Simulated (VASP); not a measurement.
# Sn (Fd-3m) in VASP: a series of runs

The runs below take Sn through relaxation of cell and atoms, single point, with LDA, r2SCAN, PBE.

All numbers are computed with VASP 6.6.1; they aren't measurements. Logs are shortened: lines on timing, memory, paths and dates and some standing lists are left out, and cuts for length are marked.

### Step 1. The cell of the first run

The structure is cubic, space group Fd-3m (No. 227). Conventional cell: a = 6.655 Å, b = 6.655 Å, c = 6.655 Å, α = 90.00°, β = 90.00°, γ = 90.00°. Within 3.8 Å of Sn (site symmetry -43m) lie 4 Sn at 2.88 Å.

### Step 2. Relaxation of cell and atoms, LDA

File INCAR:

```
SYSTEM = Sn
PREC     = Accurate       ! precision mode
ENCUT    = 600            ! plane-wave cutoff, eV
EDIFF    = 1E-7           ! SCF threshold, eV
ISMEAR   = -1             ! smearing method
SIGMA    = 0.02           ! smearing width, eV
LREAL    = .False.        ! projectors in reciprocal space
LASPH    = .True.         ! aspherical terms in the spheres
NELM     = 80             ! most SCF steps
ALGO     = Normal         ! electronic algorithm
ISIF     = 3              ! what is computed and relaxed
LWAVE    = .False.        ! write WAVECAR
LCHARG   = .False.        ! write CHGCAR
GGA      = CA             ! functional
IBRION   = 2              ! ionic algorithm
NSW      = 80             ! ionic steps
EDIFFG   = -0.005         ! ionic threshold
```

File KPOINTS:

```
Automatic mesh
0
Gamma
  6 6 6
  0 0 0
```

File POSCAR:

```
Sn
1.0
    0.0000000000      3.3277220153      3.3277220153
    3.3277220153      0.0000000000      3.3277220153
    3.3277220153      3.3277220153      0.0000000000
Sn
2
Direct
    0.0000000000      0.0000000000      0.0000000000
    0.2500000000      0.2500000000      0.2500000000
```

Potentials or basis: VASP PAW LDA potentials, release 64 (Sn_d).

On the command line:

```console
cat potpaw_LDA.64/Sn_d/POTCAR > POTCAR
mpirun -np 1 vasp_std > vasp.out
```

OUTCAR:

```text
SYSTEM = Sn
   PREC = Accurate
   ENCUT = 600
   EDIFF = 1E-7
   ISMEAR = -1
   LREAL = .False.
   LASPH = .True.
   NELM = 80
   ISIF = 3
   GGA = CA
   IBRION = 2
   NSW = 80
   EDIFFG = -0.005

 ion  position               nearest neighbor table
   1  0.000  0.000  0.000-   2 2.88   2 2.88   2 2.88   2 2.88
   2  0.250  0.250  0.250-   1 2.88   1 2.88   1 2.88   1 2.88

  LATTYP: Found a face centered cubic cell.
 ALAT       =     6.6554440306

  Lattice vectors:

 A1 = (   0.0000000000,   3.3277220153,   3.3277220153)
 A2 = (   3.3277220153,   0.0000000000,   3.3277220153)
 A3 = (   3.3277220153,   3.3277220153,   0.0000000000)

Analysis of symmetry for initial positions (statically):
=====================================================================
 Subroutine PRICEL returns:
 Original cell was already a primitive cell.

 Routine SETGRP: Setting up the symmetry group for a
 face centered cubic supercell.

 Subroutine GETGRP returns: Found 48 space group operations
 (whereof 24 operations were pure point group operations)
 out of a pool of 48 trial point group operations.

The static configuration has the point symmetry T_d .
 The point group associated with its full space group is O_h .

Analysis of symmetry for dynamics (positions and initial velocities):
=====================================================================
 Subroutine PRICEL returns:
 Original cell was already a primitive cell.

 Routine SETGRP: Setting up the symmetry group for a
 face centered cubic supercell.

 Subroutine GETGRP returns: Found 48 space group operations
 (whereof 24 operations were pure point group operations)
 out of a pool of 48 trial point group operations.

The dynamic configuration has the point symmetry T_d .
 The point group associated with its full space group is O_h .

 Subroutine INISYM returns: Found 48 space group operations
 (whereof 24 operations are pure point group operations),
 and found     1 'primitive' translations

----------------------------------------------------------------------------------------

                                     Primitive cell

  volume of cell :      73.7006

  direct lattice vectors                    reciprocal lattice vectors
     0.000000000  3.327722015  3.327722015    -0.150252935  0.150252935  0.150252935
     3.327722015  0.000000000  3.327722015     0.150252935 -0.150252935  0.150252935
     3.327722015  3.327722015  0.000000000     0.150252935  0.150252935 -0.150252935

  length of vectors
     4.706109606  4.706109606  4.706109606     0.260245718  0.260245718  0.260245718

  position of ions in fractional coordinates (direct lattice)
     0.000000000  0.000000000  0.000000000
     0.250000000  0.250000000  0.250000000

  ion indices of the primitive-cell ions
   primitive index   ion index
                 1           1
                 2           2

----------------------------------------------------------------------------------------

 KPOINTS: Automatic mesh

Automatic generation of k-mesh.
 Grid dimensions read from file:
 generate k-points for:    6    6    6

 Generating k-lattice:

  Cartesian coordinates                     Fractional coordinates (reciprocal lattice)
    -0.025042156  0.025042156  0.025042156     0.166666667  0.000000000  0.000000000
     0.025042156 -0.025042156  0.025042156     0.000000000  0.166666667  0.000000000
     0.025042156  0.025042156 -0.025042156     0.000000000  0.000000000  0.166666667

  Length of vectors
     0.043374286  0.043374286  0.043374286

  Shift w.r.t. Gamma in fractional coordinates (k-lattice)
     0.000000000  0.000000000  0.000000000

 Subroutine IBZKPT returns following result:
 ===========================================

 Found     16 irreducible k-points:

 Following reciprocal coordinates:
            Coordinates               Weight
  0.000000  0.000000  0.000000      1.000000
  0.166667  0.000000  0.000000      8.000000
  0.333333  0.000000  0.000000      8.000000
  0.500000  0.000000  0.000000      4.000000
  0.166667  0.166667  0.000000      6.000000
  0.333333  0.166667  0.000000     24.000000
[... 8 lines left out ...]
 -0.333333  0.333333  0.166667     24.000000
 -0.333333  0.500000  0.166667     12.000000
   k-points           NKPTS =     16   k-points in BZ     NKDIM =     16   number of bands    NBANDS=     18
   number of dos      NEDOS =    301   number of ions     NIONS =      2
   total plane-waves  NPLWV =  64000
   dimension x,y,z NGX =    40 NGY =   40 NGZ =   40
   dimension x,y,z NGXF=    80 NGYF=   80 NGZF=   80
   ions per type =               2
   NGX,Y,Z   is equivalent  to a cutoff of  14.13, 14.13, 14.13 a.u.
   NGXF,Y,Z  is equivalent  to a cutoff of  28.26, 28.26, 28.26 a.u.
 SYSTEM =  Sn
   PREC   = accura    normal or accurate (medium, high low for compatibility)
   ISTART =      0    job   : 0-new  1-cont  2-samecut
   ICHARG =      2    charge: 1-file 2-atom 10-const
   ISPIN  =      1    spin polarized calculation?
   LNONCOLLINEAR =      F non collinear calculations
   LSORBIT =      F    spin-orbit coupling
   LASPH  =      T    aspherical Exc in radial PAW
   ENCUT  =  600.0 eV  44.10 Ry    6.64 a.u.   9.40  9.40  9.40*2*pi/ulx,y,z
   NELM   =     80;   NELMIN=  2; NELMDL= -5     # of ELM steps
   EDIFF  = 0.1E-06   stopping-criterion for ELM
   LREAL  =      F    real-space projection
   EDIFFG = -.5E-02   stopping-criterion for IOM
   NSW    =     80    number of steps for IOM
   IBRION =      2    ionic relax: 0-MD 1-quasi-New 2-CG
   NFREE  =      1    steps in history (QN), initial steepest desc. (CG)
   ISIF   =      3    stress and relaxation
   ISYM   =      2    0-nonsym 1-usesym 2-fastsym
   POTIM  = 0.5000    time-step for ionic-motion
   TEBEG  =    0.0;   TEEND  =   0.0 temperature during run
   PSTRESS=    0.0 pullay stress
   NELECT =      28.0000    total number of electrons
   NUPDOWN=      -1.0000    fix difference up-down
   EMIN   =  10.00;   EMAX   =-10.00  energy-range for DOS
   EFERMI =   0.00;   METHOD = LEGACY
   ISMEAR =    -1;   SIGMA  =   0.02  broadening in eV -4-tet -1-fermi 0-gaus
   EFERMI_NEDOS =   21; number of points for ismear=-14 and -15
   IALGO  =     38    algorithm
   IMIX   =      4    mixing-type and parameters
     AMIX     =   0.40;   BMIX     =  1.00
     AMIX_MAG =   1.60;   BMIX_MAG =  1.00
  volume/ion in A,a.u.               =      36.85       248.68
  Fermi-wavevector in a.u.,A,eV,Ry     =   1.185688  2.240626 19.127837  1.405856
  Thomas-Fermi vector in A             =   2.321877
   LORBIT       =      0    0 simple, 1 ext, 2 COOP (PROOUT), +10 PAW based schemes
   GGA     = CA    functional components
   LHFCALC =     F    Hartree Fock is set to
   AEXX    =    0.0000 exact exchange contribution
   IVDW    =     0    specifies the selected vdW correction
   LEPSILON=     F    determine dielectric tensor
   LRPA    =     F    only Hartree local field effects (RPA)
 conjugate gradient relaxation of ions
 non-spin polarized calculation
  energy-cutoff  :      600.00
  volume of cell :       73.70
 maximum number of plane-waves:      2485
 NGX is ok and might be reduce to    40
   NGX = 19   NGY = 19   NGZ = 19

--------------------------------------- Ionic step        1  -------------------------------------------

 number of electron      27.9999997 magnetization

 Free energy of the ion-electron system (eV)
  ---------------------------------------------------
  ext. energy  EPLUGINS =         0.00000000
  ---------------------------------------------------
  free energy    TOTEN  =        -8.84874442 eV

  energy without entropy =       -8.84792534  energy(sigma->0) =       -8.84833488

 E-fermi :   4.3701     XC(G=0):  -8.8685

 val. band max:        4.3630941888   @ k =   0.5000   0.0000   0.0000
 cond. band min:       4.5325659093   @ k =   0.3333   0.0000   0.0000
 fundamental gap:      0.1694717206
 Fermi energy:         4.3701438665

 k-point     1 :       0.0000    0.0000    0.0000
  band No.  band energies     occupation
      1     -16.8749      2.00000
      2     -16.8749      2.00000
      3     -16.8749      2.00000
      4     -16.8236      2.00000
      5     -16.8236      2.00000
      6     -16.5688      2.00000
[... 10 lines left out ...]
     17       6.7308      0.00000
     18       6.7308      0.00000

 k-point     2 :       0.1667    0.0000    0.0000
  band No.  band energies     occupation
      1     -16.8879      2.00000
      2     -16.8879      2.00000
      3     -16.8694      2.00000
      4     -16.8047      2.00000
      5     -16.8047      2.00000
      6     -16.5962      2.00000
[... 10 lines left out ...]
     17       7.2467      0.00000
     18       7.6936      0.00000
[... 341 lines left out ...]
 VOLUME and BASIS-vectors are now :
 -----------------------------------------------------------------------------
  energy-cutoff  :      600.00
  volume of cell :       66.55
      direct lattice vectors                 reciprocal lattice vectors
     0.000000000  3.216346961  3.216346961    -0.155455865  0.155455865  0.155455865
     3.216346961  0.000000000  3.216346961     0.155455865 -0.155455865  0.155455865
     3.216346961  3.216346961  0.000000000     0.155455865  0.155455865 -0.155455865

 POSITION                                       TOTAL-FORCE (eV/Angst)
 -----------------------------------------------------------------------------------
      6.43269      6.43269      6.43269         0.000000      0.000000      0.000000
      1.60817      1.60817      1.60817        -0.000000     -0.000000     -0.000000
 -----------------------------------------------------------------------------------
    total drift:                               -0.000000     -0.000000      0.000000

  FREE ENERGIE OF THE ION-ELECTRON SYSTEM (eV)
  ---------------------------------------------------
  free  energy   TOTEN  =        -8.9024283676 eV

  energy  without entropy=       -8.9019079822  energy(sigma->0) =       -8.90216817

--------------------------------------- Ionic step        3  -------------------------------------------

 number of electron      28.0000005 magnetization

 Free energy of the ion-electron system (eV)
  ---------------------------------------------------
  ext. energy  EPLUGINS =         0.00000000
  ---------------------------------------------------
  free energy    TOTEN  =        -8.90701139 eV

  energy without entropy =       -8.90649480  energy(sigma->0) =       -8.90675309

 E-fermi :   5.3339     XC(G=0):  -9.2127

 val. band max:        5.0663098873   @ k =   0.1667   0.0000   0.0000
 cond. band min:       5.3339158977   @ k =   0.5000   0.0000   0.0000
 fundamental gap:      0.2676060104
 Fermi energy:         5.3338822101

 k-point     1 :       0.0000    0.0000    0.0000
  band No.  band energies     occupation
      1     -16.1942      2.00000
      2     -16.1942      2.00000
      3     -16.1942      2.00000
      4     -16.1321      2.00000
      5     -16.1321      2.00000
      6     -15.8156      2.00000
[... 10 lines left out ...]
     17       7.5721      0.00000
     18       7.5721      0.00000

 k-point     2 :       0.1667    0.0000    0.0000
  band No.  band energies     occupation
      1     -16.2107      2.00000
      2     -16.2107      2.00000
      3     -16.1876      2.00000
      4     -16.1080      2.00000
      5     -16.1080      2.00000
      6     -15.8459      2.00000
[... 10 lines left out ...]
     17       8.1396      0.00000
     18       8.7296      0.00000
[... 305 lines left out ...]
 VOLUME and BASIS-vectors are now :
 -----------------------------------------------------------------------------
  energy-cutoff  :      600.00
  volume of cell :       67.98
      direct lattice vectors                 reciprocal lattice vectors
     0.000000000  3.239325967  3.239325967    -0.154353098  0.154353098  0.154353098
     3.239325967  0.000000000  3.239325967     0.154353098 -0.154353098  0.154353098
     3.239325967  3.239325967  0.000000000     0.154353098  0.154353098 -0.154353098

 POSITION                                       TOTAL-FORCE (eV/Angst)
 -----------------------------------------------------------------------------------
      0.00000      0.00000      0.00000        -0.000000     -0.000000     -0.000000
      1.61966      1.61966      1.61966         0.000000      0.000000      0.000000
 -----------------------------------------------------------------------------------
    total drift:                               -0.000000     -0.000000      0.000000

  FREE ENERGIE OF THE ION-ELECTRON SYSTEM (eV)
  ---------------------------------------------------
  free  energy   TOTEN  =        -8.9070113938 eV

  energy  without entropy=       -8.9064947961  energy(sigma->0) =       -8.90675309

 reached required accuracy - stopping structural energy minimisation
```

It took 33 s on 1 thread of AMD EPYC 9R45 (Zen 5), shared host; peak memory 0.17 GiB.

What came out:

```
Free energy                            : -8.9070 eV
Relaxed volume                         : 33.99 Å³/atom
Relaxed cell                           : a = 4.581 Å, b = 4.581 Å, c = 4.581 Å, α = 60.00°, β = 60.00°, γ = 60.00°
Space group after relaxing (to 0.05 Å) : Fd-3m (No. 227)
Energy gained by relaxing              : 29.1 meV/atom
Ionic steps                            : 3
Pressure after relaxing                : 0.0 GPa
Band gap on the k mesh                 : zero (band 14 reaches 5.51 eV, above the bottom of band 15 at 5.33 eV)
```

The path:
```csv
step,energy change (eV),largest force (eV/Å),pressure (GPa),volume (Å³)
1,0.0000,0.0000,-3.02,73.70
2,-0.0537,0.0000,1.03,66.55
3,-0.0583,0.0000,0.02,67.98
```

Final structure:
```
Sn
1.0
     0.00000    3.23933    3.23933
     3.23933    0.00000    3.23933
     3.23933    3.23933    0.00000
Sn
2
Direct
  0.00000 0.00000 0.00000
  0.25000 0.25000 0.25000
```

Caveat: spin-orbit coupling is left out, which moves the levels of the heavy elements. Zero-point motion and thermal expansion aren't in these numbers.

[end of part 1 of 2]
